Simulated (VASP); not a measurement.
Here is a VASP 6.6.1 calculation.

The input INCAR:

```
PREC     = Accurate       # precision mode
ENCUT    = 450            # plane-wave cutoff, eV
EDIFF    = 1E-7           # SCF threshold, eV
ISMEAR   = 0              # smearing method
SIGMA    = 0.05           # smearing width, eV
LREAL    = F              # projectors in reciprocal space
LASPH    = T              # aspherical terms in the spheres
NELM     = 120            # most SCF steps
ALGO     = Normal         # electronic algorithm
ISIF     = 2              # what is computed and relaxed
LWAVE    = F              # write WAVECAR
LCHARG   = F              # write CHGCAR
GGA      = PS             # functional
IBRION   = 2              # ionic algorithm
NSW      = 70             # ionic steps
EDIFFG   = -0.02          # ionic threshold
GGA_COMPAT= F            
NELMIN   = 4
```

File KPOINTS:

```
Automatic mesh
0
Gamma
  3 3 2
```

POSCAR

```
H
1.0
    5.7584689341      3.3246535892      0.0000000000
    0.0000000000     -6.6493071784      0.0000000000
    0.0000000000      0.0000000000    -10.0839384176
H
23
Direct
    0.3333333333      0.3333333333      0.9126389239
    1.0000000000      0.6666666667      0.4126389239
    1.0000000000      0.6666666667      0.9126389239
    0.6666666667      0.0000000000      0.4126389239
    0.6666666667      0.0000000000      0.9126389239
    0.6666666667      0.6666666667      0.1626389239
    0.6666666667      0.6666666667      0.6626389239
    0.3333333333      1.0000000000      0.1626389239
    0.3333333333      1.0000000000      0.6626389239
    1.0000000000      0.3333333333      0.1626389239
    1.0000000000      0.3333333333      0.6626389239
    0.6666666667      0.6666666667      0.0873610761
    0.6666666667      0.6666666667      0.5873610761
    0.3333333333      1.0000000000      0.0873610761
    0.3333333333      1.0000000000      0.5873610761
    1.0000000000      0.3333333333      0.0873610761
    1.0000000000      0.3333333333      0.5873610761
    0.3333333333      0.3333333333      0.3373610761
    0.3333333333      0.3333333333      0.8373610761
    1.0000000000      0.6666666667      0.3373610761
    1.0000000000      0.6666666667      0.8373610761
    0.6666666667      0.0000000000      0.3373610761
    0.6666666667      0.0000000000      0.8373610761
```

Potentials or basis: VASP PAW PBE potentials, release 64 (H).

Command:

```bash
$ cat potpaw_PBE.64/H/POTCAR > POTCAR
$ mpirun -np 1 vasp_std > vasp.out
```

Task: Predict the energy gained by relaxing.

Result: 0.0 meV/atom.

Task: Predict the band gap on the k mesh.

Result: Zero (an odd number of electrons rules out a gap without spin polarisation).

Forces in eV/Å, atoms in the order of the input:
```
H    0.000  0.000  0.001
H    0.000  0.000  0.002
H    0.000  0.000  0.001
H    0.000  0.000  0.002
H    0.000  0.000  0.001
H   -0.017  0.010 -0.001
H    0.002 -0.001  0.004
H    0.000 -0.019 -0.001
H    0.000  0.002  0.004
H    0.017  0.010 -0.001
H   -0.002 -0.001  0.004
H    0.004 -0.002 -0.009
H   -0.005  0.003  0.000
H    0.000  0.004 -0.009
H    0.000 -0.006  0.000
H   -0.004 -0.002 -0.009
H    0.005  0.003  0.000
H    0.000  0.000  0.019
H    0.000  0.000 -0.002
H    0.000  0.000 -0.002
H    0.000  0.000 -0.002
H    0.000  0.000 -0.002
H    0.000  0.000 -0.002
```

Caveat: the k points lie up to 0.36 Å⁻¹ apart, too coarse for converged energies and pressures of a metal; the cell differs from its parent crystal (atoms taken out); the PAW data sets were made with another functional, which shifts forces and pressure a little.
